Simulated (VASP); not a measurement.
Wanted: the native input for a VASP 6.6.1 run.

- Task: single point
- Functional: LDA
- Potentials or basis: VASP PAW LDA potentials, release 64 (Mg, Se)
- Cutoff: 600 eV
- k mesh: 10 × 10 × 10
- Occupations: gaussian, width 0.05 eV
- Spin: no spin polarisation
- Dipole correction: no
- Further INCAR settings: ALGO = Normal; EDIFF = 1e-06; NBANDS = 11

The structure of MgSe lies in POSCAR:

```
MgSe
1.0
    0.0000000000      2.7255000000      2.7255000000
    2.7255000000      0.0000000000      2.7255000000
    2.7255000000      2.7255000000      0.0000000000
Mg Se
1 1
Direct
    0.0000000000      0.0000000000      0.0000000000
    0.5000000000      0.5000000000      0.5000000000
```

The input as run:

INCAR

```
SYSTEM = MgSe
PREC = Accurate
ENCUT = 600
EDIFF = 1E-6
ISMEAR = 0
SIGMA = 0.05
LREAL = .False.
LASPH = .True.
NELM = 120
ALGO = Normal
ISIF = 2
LWAVE = .False.
LCHARG = .False.
NBANDS = 11
GGA_COMPAT = .False.
```

KPOINTS

```
regular mesh
0
Gamma
  10 10 10
  0 0 0
```

Potentials or basis: VASP PAW LDA potentials, release 64 (Mg, Se).

Command:

```bash
$ cat potpaw_LDA.64/Mg/POTCAR potpaw_LDA.64/Se/POTCAR > POTCAR
$ mpirun -np 1 vasp_std > vasp.out
```

Results of the run:

```
Pressure               : -2.4 GPa
Band gap on the k mesh : 1.65 eV, indirect (least direct gap 2.40 eV)
```

It took 30 s on 1 thread of AMD EPYC 7R43 64-Core Processor (Zen 3), with other jobs on the host, peak memory 0.13 GiB.
